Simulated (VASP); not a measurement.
Write the native input for VASP 6.6.1 that does the following.

```yaml
Task: relaxation of the atoms
Functional: PBEsol
Potentials_or_basis: VASP PAW PBE potentials, release 64 (O, C, S, H)
Cutoff: 520 eV
k_mesh: 1 × 1 × 1
Occupations: fermi-dirac, width 0.02 eV
Spin: no spin polarisation
Dipole_correction: no
Further_INCAR_settings: LREAL = Auto; ALGO = Normal; EDIFF = 1e-06; IBRION = 2; EDIFFG = -0.3; NSW = 35
```

The structure of H2CSO lies in POSCAR:

```
H2CSO
1.0
    7.9817290000      0.0000000000      0.0000000000
    0.0000000000      7.9817290000      0.0000000000
    0.0000000000      0.0000000000      7.9817290000
O C S H
5 5 5 10
Direct
    0.9176952000      0.2535871000      0.0465576000
    0.6133834000     -0.0450705000      0.5515086000
    0.3997759000      0.7175459000      0.4430381000
    0.0985190000      0.2817379000      0.5889222000
    0.2349957000      0.9321167000      0.7711418000
    0.9451899000      0.3477377000      0.1569634000
    0.5657582000      0.0936562000      0.5687262000
    0.4038539000      0.8386301000      0.3585886000
    0.0713451000      0.3828954000      0.6930301000
    0.0885832000      0.9344038000      0.7903217000
    0.9817010000      0.4727630000      0.3035745000
    0.5025152000      0.2778756000      0.5915901000
    0.4092691000      0.9994213000      0.2464457000
    0.0352600000      0.5172254000      0.8312782000
   -0.1058423000      0.9374408000      0.8157913000
   -0.0017330000      0.8363970000      0.4193422000
    0.0181072000      0.8253445000      0.3298214000
    0.2703770000      0.2888512000      0.2560091000
    0.1855855000      0.2530066000      0.2634468000
    0.3561530000      0.4616724000      0.1456795000
    0.4333961000      0.4270723000      0.1087186000
    0.7599129000      0.7055471000      0.4861719000
    0.7607581000      0.7201421000      0.3949797000
    0.6664200000      0.6244487000      0.9046201000
    0.6736678000      0.5640972000      0.8350865000
```

The input as run:

INCAR

```
PREC     = Accurate       # precision mode
ENCUT    = 520            # plane-wave cutoff, eV
EDIFF    = 1E-6           # SCF threshold, eV
ISMEAR   = -1             # smearing method
SIGMA    = 0.02           # smearing width, eV
LREAL    = Auto         
LASPH    = T              # aspherical terms in the spheres
NELM     = 60             # most SCF steps
ALGO     = Normal         # electronic algorithm
ISIF     = 2              # what is computed and relaxed
LWAVE    = F              # write WAVECAR
LCHARG   = F              # write CHGCAR
GGA      = PS             # functional
IBRION   = 2              # ionic algorithm
NSW      = 35             # ionic steps
EDIFFG   = -0.3           # ionic threshold
```

KPOINTS

```
regular mesh
0
Gamma
  1 1 1
```

Potentials or basis: VASP PAW PBE potentials, release 64 (O, C, S, H).

The run is started by

```bash
$ cat potpaw_PBE.64/O/POTCAR potpaw_PBE.64/C/POTCAR potpaw_PBE.64/S/POTCAR potpaw_PBE.64/H/POTCAR > POTCAR
$ mpirun -np 1 vasp_gam > vasp.out
```

It gave:

- Energy gained by relaxing: 44.1 meV/atom
- Ionic steps: 35
- Pressure after relaxing: 0.6 GPa
- Largest force after relaxing: 0.277 eV/Å

Caveat: the k points lie up to 0.79 Å⁻¹ apart; the PAW data sets were made with another functional, which shifts forces and pressure a little; the relaxation stopped at a loose force limit of 0.3 eV/Å, so its end isn't a converged minimum.

It took 11 min on 1 thread of Intel(R) Xeon(R) 6975P-C (Granite Rapids), with other jobs on the host, peak memory 0.54 GiB.
